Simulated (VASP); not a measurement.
# Sr2C: single point with HSE06

The system is Sr2C.

```
C Sr
1.0
     0.00000    3.28252    3.36014
     3.28252    0.00000    3.36014
     3.28252    3.28252    0.00000
C Sr
1 2
Direct
  0.00000 0.00000 0.00000
  0.25000 0.25000 0.25000
  0.75000 0.75000 0.75000
```

This cell differs from its parent crystal: biaxial xy strain -2.3%.

```yaml
Program: VASP 6.6.1
Task: single point
Functional: HSE06
Potentials_or_basis: VASP PAW PBE potentials, release 64 (C, Sr_sv)
Cutoff: 520 eV
k_mesh: 4 × 4 × 4
Occupations: fermi-dirac, width 0.02 eV
Spin: no spin polarisation
```

```
Pressure               : 2.5 GPa
Band gap on the k mesh : 0.23 eV
```

Stress tensor (GPa, compression positive):
```
3.38 0.00 0.00
0.00 3.38 0.00
0.00 0.00 0.73
```

Levels at points of the mesh, in eV from the valence-band top:
| k point | band 10 | band 11 | band 12 | band 13 | band 14 | band 15 |
| --- | --- | --- | --- | --- | --- | --- |
| (0.00, 0.00, 0.00) | -1.78 | -1.67 | -1.67 | 0.44 | 1.99 | 2.02 |
| (0.50, 0.00, 0.00) | -1.85 | -0.79 | -0.70 | 2.67 | 3.39 | 3.55 |
| (0.50, 0.50, 0.00) | -2.33 | 0.00 | 0.00 | 0.23 | 3.03 | 3.03 |
| (0.50, 0.00, 0.50) | -2.25 | -0.10 | -0.03 | 0.34 | 2.84 | 3.18 |

Wall time 39 min on 1 thread of Intel(R) Xeon(R) Platinum 8375C CPU @ 2.90GHz (Ice Lake) (shared host), peak memory 0.33 GiB.

Caveat: the cell differs from its parent crystal (biaxial xy strain -2.3%); the PAW data sets were made with another functional, which shifts forces and pressure a little. A k mesh can miss the band edges.
